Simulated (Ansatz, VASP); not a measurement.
K: VASP beside Ansatz

INCAR

```
SYSTEM = K
PREC = Accurate
ENCUT = 520
EDIFF = 1E-6
ISMEAR = -1
SIGMA = 0.1
LREAL = .False.
LASPH = .True.
NELM = 60
ALGO = Normal
ISIF = 2
LWAVE = .False.
LCHARG = .False.
NBANDS = 10
```

File KPOINTS:

```
regular mesh
0
Gamma
  10 10 10
  0 0 0
```

The input POSCAR:

```
K
1.0
    0.0000000000      3.1433239472      3.1433239472
    3.1433239472      0.0000000000      3.1433239472
    3.1433239472      3.1433239472      0.0000000000
K
1
Direct
    0.0000000000      0.0000000000      0.0000000000
```

Input for Ansatz:

```yaml
crystal:
  lattice:
    - [0.0, 3.1433239472, 3.1433239472]
    - [3.1433239472, 0.0, 3.1433239472]
    - [3.1433239472, 3.1433239472, 0.0]
  atoms:
    - { symbol: K, position: [0.0, 0.0, 0.0] }
hamiltonian:
  xc: lda
  pseudopotentials:
    kind: paw
    azcp:
      K: "pseudopotentials/K.paw.azcp"
basis:
  ecutwfc: 420
  fft_grid_basis: typed
kpoints:
  mp_grid: { grid: [10, 10, 10], shift: [0, 0, 0] }
magnetization:
  spin_polarized: false
scf:
  occupations: { method: fermi_dirac, width: 0.1 }
  lower_state_search: "off"
output:
  stress: true
  write_density: true
  write_potential: true
  elf: true
  volumetric_format: npy
```

Alike in both runs: task single point; functional LDA; k mesh 10 × 10 × 10; occupations fermi-dirac, width 0.1 eV; no spin polarisation.

```csv
,VASP,Ansatz
version,VASP 6.6.1,Ansatz 0.2.0
potentials or method,"VASP PAW LDA potentials, release 64 (K_sv), cutoff 520 eV","plane waves (420 eV) with PAW, scalar-relativistic"
valence electrons in the cell,9,9
```

```csv
,VASP,Ansatz,Ansatz less VASP
pressure (GPa),0.2,0.2,+0.02
```

Ansatz warns that its potentials were made for another functional, while VASP's fit it. LDA's correlation is that of Perdew and Zunger in VASP and of Perdew and Wang (1992) in Ansatz.
